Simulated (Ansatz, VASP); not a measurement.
## Two plane-wave programs on SnO2

File INCAR:

```
PREC     = Accurate       # precision mode
ENCUT    = 600            # plane-wave cutoff, eV
EDIFF    = 1E-6           # SCF threshold, eV
ISMEAR   = 0              # smearing method
SIGMA    = 0.02           # smearing width, eV
LREAL    = False          # projectors in reciprocal space
LASPH    = True           # aspherical terms in the spheres
NELM     = 80             # most SCF steps
ALGO     = Normal         # electronic algorithm
ISIF     = 3              # what is computed and relaxed
LWAVE    = False          # write WAVECAR
LCHARG   = False          # write CHGCAR
GGA      = PE             # functional
IVDW     = 12             # dispersion correction
IBRION   = 2              # ionic algorithm
NSW      = 100            # ionic steps
EDIFFG   = -0.005         # ionic threshold
```

File KPOINTS:

```
Automatic mesh
0
Gamma
  6 6 6
```

The input POSCAR:

```
SnO2
1.0
    3.2514691359      1.8772365809      4.4537473212
   -3.2514691359      1.8772365809      4.4537473212
    0.0000000000     -3.7544731617      4.4537473212
Sn O
4 8
Direct
    0.8611810000      0.8611810000      0.8611810000
    0.3659560000      0.3659560000      0.8660790000
    0.3659560000      0.8660790000      0.3659560000
    0.8660790000      0.3659560000      0.3659560000
    0.1259940000      0.6210310000      0.6210310000
    0.6210310000      0.1259940000      0.6210310000
    0.6210310000      0.6210310000      0.1259940000
    0.6080510000      0.6080510000      0.6080510000
    0.1248630000      0.1248630000      0.1248630000
    0.1041150000      0.1041150000      0.6090740000
    0.1041150000      0.6090740000      0.1041150000
    0.6090740000      0.1041150000      0.1041150000
```

Input for Ansatz:

```yaml
crystal:
  lattice:
    - [3.2514691359, 1.8772365809, 4.4537473212]
    - [-3.2514691359, 1.8772365809, 4.4537473212]
    - [0.0, -3.7544731617, 4.4537473212]
  atoms:
    - { symbol: Sn, position: [0.861181, 0.861181, 0.861181] }
    - { symbol: Sn, position: [0.365956, 0.365956, 0.866079] }
    - { symbol: Sn, position: [0.365956, 0.866079, 0.365956] }
    - { symbol: Sn, position: [0.866079, 0.365956, 0.365956] }
    - { symbol: O, position: [0.125994, 0.621031, 0.621031] }
    - { symbol: O, position: [0.621031, 0.125994, 0.621031] }
    - { symbol: O, position: [0.621031, 0.621031, 0.125994] }
    - { symbol: O, position: [0.608051, 0.608051, 0.608051] }
    - { symbol: O, position: [0.124863, 0.124863, 0.124863] }
    - { symbol: O, position: [0.104115, 0.104115, 0.609074] }
    - { symbol: O, position: [0.104115, 0.609074, 0.104115] }
    - { symbol: O, position: [0.609074, 0.104115, 0.104115] }
basis:
  ecutwfc: 420
kpoints:
  mp_grid: { grid: [6, 6, 6] }
hamiltonian:
  xc: pbe
  dispersion: d3bj
scf:
  occupations: { method: gaussian, width: 0.02 }
output:
  forces: true
  stress: true
  eigenvalues: true
relax:
  adjacent_minimum: "off"
  f_tol: 0.005
  max_steps: 80
  cell: { stress_tol: 0.05 }
```

Alike in both runs: task relaxation of cell and atoms; functional PBE; dispersion D3(BJ); k mesh 6 × 6 × 6; occupations gaussian, width 0.02 eV; no spin polarisation.

|  | VASP | Ansatz |
| --- | --- | --- |
| version | VASP 6.6.1 | Ansatz 0.2.0 |
| potentials or method | VASP PAW PBE potentials, release 64 (Sn_d, O), cutoff 600 eV | scalar-relativistic, plane waves, PAW |
| valence electrons in the cell | 104 | 104 |

Ansatz gave:

```
gap on the k mesh at the Fermi level, each at its own relaxed structure (eV) : 1.57
relaxed volume (Å³/atom)                                                     : 12.99
relaxed length of the cell vector where the two differ most in proportion (Å)              : 5.692
```

**Question.** Which values does VASP return?

**Answer.** gap on the k mesh at the Fermi level, each at its own relaxed structure (eV): 1.45; relaxed volume (Å³/atom): 12.88; relaxed length of the cell vector where the two differ most in proportion (Å): 5.657.
